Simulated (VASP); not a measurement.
Here is a VASP 6.6.1 calculation.

File POSCAR:

```
InSe
1.0
    4.0195240465      0.0000000000      0.0000000000
    0.0000000000      4.0195240465      0.0000000000
    0.0000000000      0.0000000000      4.0195240465
In Se
1 1
Direct
    0.0000000000      0.0000000000      0.0000000000
    0.5000000000      0.5000000000      0.5000000000
```

File INCAR.step1:

```
PREC = Accurate
ENCUT = 520
ISMEAR = 0
SIGMA = 0.1
LREAL = False
LASPH = True
NELM = 80
NBANDS = 16
GGA = PE
ALGO = Normal
EDIFF = 1E-4
LWAVE = True
LCHARG = False
```

Contents of INCAR.step2:

```
PREC = Accurate
ENCUT = 520
EDIFF = 1E-6
ISMEAR = 0
SIGMA = 0.1
LREAL = False
LASPH = True
NELM = 80
ALGO = Normal
ISIF = 2
LWAVE = False
LCHARG = False
METAGGA = R2SCAN
LMIXTAU = True
NBANDS = 16
ISTART = 1
```

KPOINTS

```
regular mesh
0
Gamma
  4 4 4
```

Potentials or basis: VASP PAW PBE potentials, release 64 (In_d, Se).

Command:

```console
$ cat potpaw_PBE.64/In_d/POTCAR potpaw_PBE.64/Se/POTCAR > POTCAR
$ cp INCAR.step1 INCAR
$ mpirun -np 1 vasp_std > vasp.out
$ cp INCAR.step2 INCAR
$ mpirun -np 1 vasp_std > vasp.out
```

Task: Predict the band gap on the k mesh.

Result: Zero (an odd number of electrons rules out a gap without spin polarisation).

Task: Estimate the pressure.

Result: -7.2 GPa.

Caveat: the k points lie up to 0.39 Å⁻¹ apart, too coarse for converged energies and pressures of a metal; the PAW data sets were made with another functional, which shifts forces and pressure a little; spin-orbit coupling is left out, which moves the levels of the heavy elements.
